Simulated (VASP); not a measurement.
Input of a VASP 6.6.1 run:

Contents of INCAR:

```
  ALGO = Normal
  EDIFF = 1E-7
  ENCUT = 520
  ISIF = 2
  ISMEAR = -1
  LASPH = T
  LCHARG = T
  LELF = T
  LREAL = F
  LVHAR = T
  LWAVE = F
  NBANDS = 15
  NELM = 80
  PREC = Accurate
  SIGMA = 0.02
```

Contents of KPOINTS:

```
k-points
0
Gamma
  10 10 9
```

File POSCAR:

```
TaN
1.0
    2.9066889559      0.0000000000      0.0000000000
   -1.4533444779      2.5172664767      0.0000000000
    0.0000000000      0.0000000000      2.8511691592
Ta N
1 1
Direct
    0.3333333333      0.6666666667      0.5000000000
    0.0000000000      0.0000000000      0.0000000000
```

Potentials or basis: VASP PAW LDA potentials, release 64 (Ta_pv, N).

The run is started by

```bash
$ cat potpaw_LDA.64/Ta_pv/POTCAR potpaw_LDA.64/N/POTCAR > POTCAR
$ mpirun -np 1 vasp_std > vasp.out
```

Q: Predict the band gap on the k mesh.

A: Zero (band 8 reaches 8.65 eV, above the bottom of band 9 at 8.35 eV).

Q: What does it give for the pressure?

A: 2.0 GPa.

Stress tensor (GPa, compression positive):
```
1.96 0.00 0.00
0.00 1.96 0.00
0.00 0.00 2.23
```

Caveat: spin-orbit coupling is left out, which moves the levels of the heavy elements.
